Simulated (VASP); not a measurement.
# Hf (Fd-3m) in VASP: notebook, part 2 of 2

VASP 6.6.1. The steps go on from the part before.

## Step 3: Relaxation of cell and atoms, PBE, target pressure 250 GPa, at which the enthalpy is minimised

This run uses another cell than the first one, of 12.87 Å³/atom.

INCAR reads:

```
PREC = Accurate
ENCUT = 600
EDIFF = 1E-6
ISMEAR = -1
SIGMA = 0.1
LREAL = F
LASPH = T
NELM = 100
ALGO = Normal
ISIF = 3
LWAVE = F
LCHARG = F
GGA = PE
IBRION = 2
NSW = 32
EDIFFG = -0.005
PSTRESS = 2500.0
```

KPOINTS reads:

```
regular mesh
0
Gamma
  14 14 14
```

POSCAR reads:

```
Hf
1.0
    0.0000000000      2.3434302799      2.3434302799
    2.3434302799      0.0000000000      2.3434302799
    2.3434302799      2.3434302799      0.0000000000
Hf
2
Direct
   -0.1250000000     -0.1250000000     -0.1250000000
    0.1250000000      0.1250000000      0.1250000000
```

Potentials or basis: VASP PAW PBE potentials, release 64 (Hf_pv).

Launch:

```console
$ cat potpaw_PBE.64/Hf_pv/POTCAR > POTCAR
$ mpirun -np 1 vasp_std > vasp.out
```

OUTCAR:

```text
PREC = Accurate
   ENCUT = 600
   EDIFF = 1E-6
   ISMEAR = -1
   LREAL = F
   LASPH = T
   NELM = 100
   ISIF = 3
   GGA = PE
   IBRION = 2
   NSW = 32
   EDIFFG = -0.005
   PSTRESS = 2500.0

 ion  position               nearest neighbor table
   1  0.875  0.875  0.875-   2 2.03   2 2.03   2 2.03   2 2.03
   2  0.125  0.125  0.125-   1 2.03   1 2.03   1 2.03   1 2.03

  LATTYP: Found a face centered cubic cell.
 ALAT       =     4.6868605598

  Lattice vectors:

 A1 = (   0.0000000000,   2.3434302799,   2.3434302799)
 A2 = (   2.3434302799,   0.0000000000,   2.3434302799)
 A3 = (   2.3434302799,   2.3434302799,   0.0000000000)

Analysis of symmetry for initial positions (statically):
=====================================================================
 Subroutine PRICEL returns:
 Original cell was already a primitive cell.

 Routine SETGRP: Setting up the symmetry group for a
 face centered cubic supercell.

 Subroutine GETGRP returns: Found 48 space group operations
 (whereof 12 operations were pure point group operations)
 out of a pool of 48 trial point group operations.

The static configuration has the point symmetry D_3d.
 The point group associated with its full space group is O_h .

Analysis of symmetry for dynamics (positions and initial velocities):
=====================================================================
[... 167 lines left out ...]
  Total       38.5168413     38.5168413     38.5168413      0.0000000     -0.0000000      0.0000000
  in kB     2397.5912209   2397.5912209   2397.5912209      0.0000000     -0.0000000      0.0000000
  external PRESSURE =    -102.4087791 kB  Pullay stress =    2500.0000000 kB
[... 25 lines left out ...]
--------------------------------------- Ionic step        2  -------------------------------------------

 number of electron      20.0000003 magnetization

 E-fermi :  10.7507     XC(G=0): -14.4304

 val. band max:       10.7469762991   @ k =  -0.4286   0.3571   0.1429
 cond. band min:      10.7512953291   @ k =   0.4286   0.4286   0.0000
 fundamental gap:      0.0043190299
 Fermi energy:        10.7506632026

 k-point     1 :       0.0000    0.0000    0.0000
  band No.  band energies     occupation
      1     -24.5265      2.00000
      2     -24.5265      2.00000
      3     -24.5265      2.00000
      4     -18.7053      2.00000
      5     -18.7053      2.00000
      6     -18.7053      2.00000
      7       2.5738      2.00000
      8       5.3992      2.00000
      9       5.3992      2.00000
     10      10.7841      0.83437
     11      10.7841      0.83437
     12      10.7841      0.83437
     13      18.2933      0.00000
     14      18.2933      0.00000
[... 580 lines left out ...]
--------------------------------------- Ionic step        7  -------------------------------------------

 number of electron      20.0000002 magnetization

 Free energy of the ion-electron system (eV)
  ---------------------------------------------------
  ext. energy  EPLUGINS =         0.00000000
  ---------------------------------------------------
  free energy    TOTEN  =        -1.55848094 eV

  energy without entropy =       -1.50203353  energy(sigma->0) =       -1.53025723

 E-fermi :   9.4347     XC(G=0): -13.8133

 val. band max:        9.4338450720   @ k =  -0.3571   0.4286   0.2143
 cond. band min:       9.4364009745   @ k =   0.3571   0.0000   0.0000
 fundamental gap:      0.0025559025
 Fermi energy:         9.4346529085

 k-point     1 :       0.0000    0.0000    0.0000
  band No.  band energies     occupation
      1     -24.8301      2.00000
      2     -24.8301      2.00000
      3     -24.8301      2.00000
      4     -19.8236      2.00000
      5     -19.8236      2.00000
      6     -19.8236      2.00000
      7       1.6009      2.00000
      8       4.9683      2.00000
      9       4.9683      2.00000
     10       9.5662      0.42309
     11       9.5662      0.42309
     12       9.5662      0.42309
     13      15.7696      0.00000
     14      15.7696      0.00000
[... 424 lines left out ...]
  energy  without entropy=       -1.5020335326  energy(sigma->0) =       -1.53025723

  enthalpy is  TOTEN    =        38.1472931170 eV   P V=       39.7057740542

 reached required accuracy - stopping structural energy minimisation
```

OSZICAR:

```text
N       E                     dE             d eps       ncg     rms          rms(c)
DAV:   1     0.838979033661E+02    0.83898E+02   -0.13093E+04  2920   0.163E+03
[... 46 lines left out ...]
   6 F= 0.38147420E+02 E0= 0.38175634E+02  d E =0.125349E-03
       N       E                     dE             d eps       ncg     rms          rms(c)
DAV:   1    -0.155862111596E+01    0.51796E-01   -0.35387E-03  2972   0.546E-01    0.328E-01
DAV:   2    -0.155850555268E+01    0.11556E-03   -0.20359E-04  3008   0.127E-01    0.162E-01
DAV:   3    -0.155847958641E+01    0.25966E-04   -0.11527E-04  3134   0.836E-02    0.425E-02
DAV:   4    -0.155848112118E+01   -0.15348E-05   -0.62328E-06  3242   0.170E-02    0.364E-03
DAV:   5    -0.155848093718E+01    0.18401E-06   -0.12360E-07  1534   0.251E-03
   7 F= 0.38147293E+02 E0= 0.38175517E+02  d E =-.164777E-05
```

CONTCAR:

```text
Hf
   1.00000000000000
     0.0000000000000000    2.3345225949341053    2.3345225949341049
     2.3345225949341053   -0.0000000000000000    2.3345225949341049
     2.3345225949341053    2.3345225949341053    0.0000000000000000
  Hf
     2
Direct
     0.8750000000000000    0.8750000000000000    0.8750000000000000
     0.1250000000000000    0.1250000000000000    0.1250000000000000

  0.00000000E+00  0.00000000E+00  0.00000000E+00
  0.00000000E+00  0.00000000E+00  0.00000000E+00
```

Run time: 2.3 min. Hardware: 1 thread of Intel Xeon Platinum 8259CL at 2.50GHz (Skylake/Cascade Lake), shared host; peak memory 0.19 GiB.

What came out:

- Free energy: -1.5585 eV
- Relaxed volume: 12.72 Å³/atom
- Relaxed cell: a = 3.302 Å, b = 3.302 Å, c = 3.302 Å, α = 60.00°, β = 60.00°, γ = 60.00°
- Space group after relaxing (to 0.1 Å): Fd-3m (No. 227)
- Energy change on relaxing (the run minimises the enthalpy): +223.4 meV/atom
- Ionic steps: 7
- Pressure after relaxing: 250.0 GPa
- Band gap on the k mesh: zero (bands 10 and 11 overlap by 3.07 eV)

Step by step:
| step | energy change (eV) | largest force (eV/Å) | pressure (GPa) | volume (Å³) |
| --- | --- | --- | --- | --- |
| 1 | 0.0000 | 0.0000 | 239.76 | 25.74 |
| 2 | 5.5102 | 0.0000 | 371.78 | 22.79 |
| 3 | 0.4218 | 0.0000 | 249.43 | 25.46 |
| 4 | 0.4440 | 0.0000 | 249.94 | 25.45 |
| 5 | 0.4531 | 0.0000 | 250.16 | 25.44 |
| 6 | 0.3949 | 0.0000 | 248.81 | 25.48 |
| 7 | 0.4468 | 0.0000 | 250.00 | 25.45 |

Final structure:
```cif
data_structure
_symmetry_space_group_name_H-M 'P 1'
_symmetry_Int_Tables_number 1
_cell_length_a 3.3015
_cell_length_b 3.3015
_cell_length_c 3.3015
_cell_angle_alpha 60.000
_cell_angle_beta 60.000
_cell_angle_gamma 60.000
_cell_volume 25.45
loop_
_atom_site_label
_atom_site_type_symbol
_atom_site_fract_x
_atom_site_fract_y
_atom_site_fract_z
_atom_site_occupancy
Hf1 Hf 0.87500 0.87500 0.87500 1
Hf2 Hf 0.12500 0.12500 0.12500 1
```

Caveat: the cell is relaxed towards a set pressure, so the run minimises the enthalpy, not the energy; atoms lie so close that the PAW spheres overlap strongly, which falsifies energies and pressures; spin-orbit coupling is left out, which moves the levels of the heavy elements.
